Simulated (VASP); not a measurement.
Mo2H:

```xyz
3
Lattice="2.2989 1.5464 0.0000 2.2989 -1.5464 0.0000 0.4407 0.0000 -4.5767" Properties=species:S:1:pos:R:3 pbc="T T T"
Mo    0.0000    0.0000    0.0000
Mo    2.5193    0.0000   -2.2883
H     3.7789    0.0000   -3.4325
```

| Property | Result |
| --- | --- |
| Program | VASP 6.6.1 |
| Task | relaxation of cell and atoms |
| Functional | PBEsol |
| Potentials or basis | VASP PAW PBE potentials, release 64 (Mo_sv, H) |
| Cutoff | 600 eV |
| k mesh | 7 × 7 × 4 |
| Occupations | methfessel-paxton, width 0.0169 eV |
| Spin | collinear spin, zero start |
| Starting moments | [0.0, 0.0, 0.0] μB |

At the start: pressure 8.4 GPa; volume 10.85 Å³/atom.

**Question.** Where does the relaxation end?

**Answer.** Over 13 steps the energy falls by 196.1 meV/atom and the volume is 11.03 Å³/atom (+1.7 %); space group C2/m (No. 12, to 0.1 Å) before and after; moment 0.00 μB per cell.

Step by step:
```tsv
step	energy change (eV)	largest force (eV/Å)	pressure (GPa)	volume (Å³)
1	0.0000	2.6531	8.44	32.54
2	-0.3406	0.9356	-13.58	35.27
3	-0.3463	1.0788	-11.34	34.83
4	-0.4605	1.3030	11.85	32.14
5	-0.4945	0.9794	3.23	32.98
6	-0.5685	0.3723	-0.05	33.21
7	-0.5764	0.1433	-1.46	33.32
8	-0.5766	0.1896	-1.27	33.30
9	-0.5856	0.0684	1.32	32.92
10	-0.5856	0.0889	1.65	32.87
11	-0.5863	0.1182	-1.40	33.23
12	-0.5877	0.0855	-0.06	33.07
13	-0.5884	0.0105	-0.05	33.08
```

Final structure:
```xyz
3
Lattice="2.2969 1.5285 -0.0776 2.2969 -1.5285 -0.0776 0.5908 0.0000 -4.7320" Properties=species:S:1:pos:R:3 pbc="T T T"
Mo    0.2281    0.0000   -0.1038
Mo    2.3641    0.0000   -2.3399
H     3.8884    0.0000   -3.6654
```

Caveat: the PAW data sets were made with another functional, which shifts forces and pressure a little.
